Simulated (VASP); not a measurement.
# NaF (I4/mmm) in VASP: a series of runs, part 4 of 4

VASP 6.6.1.

## Step 5: Single point, r2SCAN (in-plane strain +0.01)

The input, POSCAR:

```
NaF
1.0
    2.3200422688      2.3200422688      0.0000000000
   -2.3200422688      2.3200422688      0.0000000000
    0.0000000000      2.3200422688      2.2832891240
Na F
1 1
Direct
    0.0000000000      0.0000000000      0.0000000000
    0.5000000000      0.5000000000      0.0000000000
```

The input, INCAR.step1:

```
PREC = Accurate
ENCUT = 520
ISMEAR = 0
SIGMA = 0.01
LREAL = False
LASPH = True
NELM = 100
NBANDS = 14
GGA = PE
ALGO = Normal
EDIFF = 1E-4
LWAVE = True
LCHARG = False
```

The input, INCAR.step2:

```
PREC = Accurate
ENCUT = 520
EDIFF = 1E-6
ISMEAR = 0
SIGMA = 0.01
LREAL = False
LASPH = True
NELM = 100
ALGO = Normal
ISIF = 2
LWAVE = False
LCHARG = False
METAGGA = R2SCAN
LMIXTAU = True
NBANDS = 14
ISTART = 1
```

The input, KPOINTS:

```
regular mesh
0
Gamma
  8 8 8
```

Potentials or basis: VASP PAW PBE potentials, release 64 (Na_pv, F).

The run is started by

```sh
cat potpaw_PBE.64/Na_pv/POTCAR potpaw_PBE.64/F/POTCAR > POTCAR
cp INCAR.step1 INCAR
mpirun -np 1 vasp_std > vasp.out
cp INCAR.step2 INCAR
mpirun -np 1 vasp_std > vasp.out
```

OUTCAR:

```text
PREC = Accurate
   ENCUT = 520
   EDIFF = 1E-6
   ISMEAR = 0
   LREAL = False
   LASPH = True
   NELM = 100
   ISIF = 2
   METAGGA = R2SCAN
   ISTART = 1

 ion  position               nearest neighbor table
   1  0.000  0.000  0.000-   2 2.28   2 2.28   2 2.32   2 2.32   2 2.32   2 2.32
   2  0.500  0.500  0.000-   1 2.28   1 2.28   1 2.32   1 2.32   1 2.32   1 2.32

  LATTYP: Found a body centered tetragonal cell.
 ALAT       =     3.2810352418
 C/A-ratio  =     1.3918101792

  Lattice vectors:

 A1 = (   2.3200422688,   0.0000000000,  -2.2832891240)
 A2 = (  -2.3200422688,   0.0000000000,  -2.2832891240)
 A3 = (   0.0000000000,   2.3200422688,   2.2832891240)

Analysis of symmetry for initial positions (statically):
=====================================================================
 Subroutine PRICEL returns:
 Original cell was already a primitive cell.

 Routine SETGRP: Setting up the symmetry group for a
 body centered tetragonal supercell.

 Subroutine GETGRP returns: Found 16 space group operations
 (whereof 16 operations were pure point group operations)
 out of a pool of 16 trial point group operations.

The static configuration has the point symmetry D_4h.

Analysis of symmetry for dynamics (positions and initial velocities):
=====================================================================
 Subroutine PRICEL returns:
 Original cell was already a primitive cell.

 Routine SETGRP: Setting up the symmetry group for a
 body centered tetragonal supercell.

 Subroutine GETGRP returns: Found 16 space group operations
 (whereof 16 operations were pure point group operations)
 out of a pool of 16 trial point group operations.

The dynamic configuration has the point symmetry D_4h.

 Subroutine INISYM returns: Found 16 space group operations
 (whereof 16 operations are pure point group operations),
 and found     1 'primitive' translations

----------------------------------------------------------------------------------------

                                     Primitive cell

  volume of cell :      24.5800

  direct lattice vectors                    reciprocal lattice vectors
     2.320042269  2.320042269  0.000000000     0.215513315  0.215513315 -0.218982342
    -2.320042269  2.320042269  0.000000000    -0.215513315  0.215513315 -0.218982342
     0.000000000  2.320042269  2.283289124     0.000000000  0.000000000  0.437964684

  length of vectors
     3.281035242  3.281035242  3.255150588     0.375293544  0.375293544  0.437964684

  position of ions in fractional coordinates (direct lattice)
     0.000000000  0.000000000  0.000000000
     0.500000000  0.500000000  0.000000000

  ion indices of the primitive-cell ions
   primitive index   ion index
                 1           1
                 2           2

----------------------------------------------------------------------------------------

 KPOINTS: regular mesh

Automatic generation of k-mesh.
 Grid dimensions read from file:
 generate k-points for:    8    8    8

 Generating k-lattice:

  Cartesian coordinates                     Fractional coordinates (reciprocal lattice)
     0.026939164  0.026939164 -0.027372793     0.125000000  0.000000000  0.000000000
    -0.026939164  0.026939164 -0.027372793     0.000000000  0.125000000  0.000000000
     0.000000000  0.000000000  0.054745586     0.000000000  0.000000000  0.125000000

  Length of vectors
     0.046911693  0.046911693  0.054745586

  Shift w.r.t. Gamma in fractional coordinates (k-lattice)
     0.000000000  0.000000000  0.000000000

 Subroutine IBZKPT returns following result:
 ===========================================

 Found     59 irreducible k-points:

 Following reciprocal coordinates:
            Coordinates               Weight
  0.000000  0.000000  0.000000      1.000000
  0.125000  0.000000  0.000000      8.000000
  0.250000  0.000000  0.000000      8.000000
  0.375000  0.000000  0.000000      8.000000
  0.500000  0.000000  0.000000      4.000000
  0.125000  0.125000  0.000000      8.000000
[... 16 lines left out ...]
  0.250000  0.000000  0.125000      4.000000
  0.375000  0.000000  0.125000      8.000000
 [... further k-points ...]
   k-points           NKPTS =     59   k-points in BZ     NKDIM =     59   number of bands    NBANDS=     14
   number of dos      NEDOS =    301   number of ions     NIONS =      2
   total plane-waves  NPLWV =  13824
   dimension x,y,z NGX =    24 NGY =   24 NGZ =   24
   dimension x,y,z NGXF=    48 NGYF=   48 NGZF=   48
   ions per type =               1   1
   NGX,Y,Z   is equivalent  to a cutoff of  12.16, 12.16, 12.26 a.u.
   NGXF,Y,Z  is equivalent  to a cutoff of  24.32, 24.32, 24.51 a.u.
 SYSTEM =  unknown system
   PREC   = accura    normal or accurate (medium, high low for compatibility)
   ISTART =      1    job   : 0-new  1-cont  2-samecut
   ICHARG =      0    charge: 1-file 2-atom 10-const
   ISPIN  =      1    spin polarized calculation?
   LNONCOLLINEAR =      F non collinear calculations
   LSORBIT =      F    spin-orbit coupling
   LASPH  =      T    aspherical Exc in radial PAW
   ENCUT  =  520.0 eV  38.22 Ry    6.18 a.u.   6.10  6.10  6.05*2*pi/ulx,y,z
   NELM   =    100;   NELMIN=  2; NELMDL=  0     # of ELM steps
   EDIFF  = 0.1E-05   stopping-criterion for ELM
   LREAL  =      F    real-space projection
   EDIFFG = 0.1E-04   stopping-criterion for IOM
   NSW    =      0    number of steps for IOM
   IBRION =     -1    ionic relax: 0-MD 1-quasi-New 2-CG
   NFREE  =      0    steps in history (QN), initial steepest desc. (CG)
   ISIF   =      2    stress and relaxation
   ISYM   =      2    0-nonsym 1-usesym 2-fastsym
   POTIM  = 0.5000    time-step for ionic-motion
   TEBEG  =    0.0;   TEEND  =   0.0 temperature during run
   PSTRESS=    0.0 pullay stress
   NELECT =      14.0000    total number of electrons
   NUPDOWN=      -1.0000    fix difference up-down
   EMIN   =  10.00;   EMAX   =-10.00  energy-range for DOS
   EFERMI =   0.00;   METHOD = LEGACY
   ISMEAR =     0;   SIGMA  =   0.01  broadening in eV -4-tet -1-fermi 0-gaus
   EFERMI_NEDOS =   21; number of points for ismear=-14 and -15
   IALGO  =     38    algorithm
   IMIX   =      4    mixing-type and parameters
     AMIX     =   0.40;   BMIX     =  1.00
     AMIX_MAG =   1.60;   BMIX_MAG =  1.00
  volume/ion in A,a.u.               =      12.29        82.94
  Fermi-wavevector in a.u.,A,eV,Ry     =   1.357032  2.564418 25.055600  1.841535
  Thomas-Fermi vector in A             =   2.483984
   LORBIT       =      0    0 simple, 1 ext, 2 COOP (PROOUT), +10 PAW based schemes
   METAGGA = R2SCAN    functional components
   LHFCALC =     F    Hartree Fock is set to
   AEXX    =    0.0000 exact exchange contribution
   IVDW    =     0    specifies the selected vdW correction
   LEPSILON=     F    determine dielectric tensor
   LRPA    =     F    only Hartree local field effects (RPA)
 non-spin polarized calculation
 Gauss-broadening in eV      SIGMA  =   0.01
  energy-cutoff  :      520.00
  volume of cell :       24.58
 maximum number of plane-waves:       676
   NGX = 13   NGY = 13   NGZ = 13

 number of electron      13.9999985 magnetization

 Free energy of the ion-electron system (eV)
  ---------------------------------------------------
  ext. energy  EPLUGINS =         0.00000000
  ---------------------------------------------------
  free energy    TOTEN  =       -12.59988973 eV

  energy without entropy =      -12.59988973  energy(sigma->0) =      -12.59988973

 E-fermi :  -2.6169     XC(G=0):  -9.8365

 val. band max:       -2.6730035681   @ k =   0.0000   0.0000   0.0000
 cond. band min:       4.5671482931   @ k =   0.0000   0.0000   0.0000
 fundamental gap:      7.2401518612
 Fermi energy:        -2.6168661819

 k-point     1 :       0.0000    0.0000    0.0000
  band No.  band energies     occupation
      1     -22.9897      2.00000
      2     -22.1383      2.00000
      3     -22.1382      2.00000
      4     -22.1342      2.00000
      5      -2.6741      2.00000
      6      -2.6741      2.00000
      7      -2.6730      2.00000
      8       4.5671      0.00000
      9      17.1644      0.00000
     10      17.1651      0.00000
     11      17.2746      0.00000
     12      19.8787      0.00000
     13      22.2677      0.00000
     14      22.7473      0.00000
[... 375 lines left out ...]
 k-point    24 :       0.3750    0.0000    0.1250
  band No.  band energies     occupation
      1     -23.2327      2.00000
      2     -22.1622      2.00000
      3     -22.1442      2.00000
      4     -21.7942      2.00000
      5      -3.7360      2.00000
      6      -2.9623      2.00000
      7      -2.8618      2.00000
      8       7.3100      0.00000
      9      12.7510      0.00000
     10      17.2892      0.00000
     11      18.9680      0.00000
     12      20.1153      0.00000
     13      21.4427      0.00000
     14      24.5644      0.00000

 [... further k-points ...]
[... 5 lines left out ...]
  --------------------------------------------------------------------------------------
  -------------------------------------------------------------------------------------
  Total       -0.2751540     -0.2751540     -0.0783299      0.0000000      0.0000000      0.0000000
  in kB      -17.9350956    -17.9350956     -5.1057044      0.0000000      0.0000000      0.0000000
  external PRESSURE =     -13.6586319 kB  Pullay stress =       0.0000000 kB

 VOLUME and BASIS-vectors are now :
 -----------------------------------------------------------------------------
  energy-cutoff  :      520.00
  volume of cell :       24.58
      direct lattice vectors                 reciprocal lattice vectors
     2.320042269  2.320042269  0.000000000     0.215513315  0.215513315 -0.218982342
    -2.320042269  2.320042269  0.000000000    -0.215513315  0.215513315 -0.218982342
     0.000000000  2.320042269  2.283289124     0.000000000  0.000000000  0.437964684

 POSITION                                       TOTAL-FORCE (eV/Angst)
 -----------------------------------------------------------------------------------
      0.00000      0.00000      0.00000         0.000000     -0.000000      0.000000
      0.00000      2.32004      0.00000        -0.000000      0.000000      0.000000
 -----------------------------------------------------------------------------------
    total drift:                                0.000000     -0.000000     -0.000000

  FREE ENERGIE OF THE ION-ELECTRON SYSTEM (eV)
  ---------------------------------------------------
  free  energy   TOTEN  =       -12.5998897322 eV

  energy  without entropy=      -12.5998897322  energy(sigma->0) =      -12.59988973
```

Run time: 66 s. Hardware: 1 thread of AMD EPYC 7R43 (Zen 3), shared host; peak memory 0.11 GiB.

Results:

```yaml
Free_energy: -12.5999 eV
Pressure: -1.4 GPa
Band_gap_on_the_k_mesh: 7.24 eV
```

Stress tensor (GPa, compression positive):
```
-1.79  0.00  0.00
 0.00 -1.79  0.00
 0.00  0.00 -0.51
```

Levels at points of the mesh, in eV from the valence-band top:
```
           k point  band 5  band 6  band 7  band 8  band 9  band 10
(0.00, 0.00, 0.00)    0.00    0.00    0.00    7.24   19.84    19.84
(0.50, 0.00, 0.00)   -1.58   -0.28   -0.27   11.71   13.52    21.39
(0.50, 0.50, 0.00)   -1.29   -0.41   -0.39   14.02   14.09    14.95
(0.00, 0.00, 0.50)   -1.26   -0.43   -0.43   13.85   14.31    15.01
```

Caveat: the cell differs from its parent crystal (in-plane strain +0.01); the PAW data sets were made with another functional, which shifts forces and pressure a little.

## Step 6: Overview

| cell | gap on the mesh (eV) | pressure (GPa) |
| --- | --- | --- |
| a = 3.265, b = 3.265, c = 3.252 Å, angles 59.9, 59.9, 90.0°, 2 atoms | 7.28 | -1.1 |
| a = 3.265, b = 3.265, c = 3.254 Å, angles 59.9, 59.9, 90.0°, 2 atoms | 7.27 | -1.2 |
| a = 3.281, b = 3.281, c = 3.259 Å, angles 59.8, 59.8, 90.0°, 2 atoms | 7.23 | -1.5 |
| a = 3.281, b = 3.281, c = 3.255 Å, angles 59.7, 59.7, 90.0°, 2 atoms | 7.24 | -1.4 |

Alike in all rows: task single point; level r2SCAN; potentials or basis VASP PAW PBE potentials, release 64 (Na_pv, F); no spin polarisation; k mesh 8 × 8 × 8; cutoff (eV) 520; smearing gaussian 0.01 eV.

Caveats: the PAW data sets were made with another functional, which shifts forces and pressure a little.

Absolute energies hang on the potentials; compare differences alone.
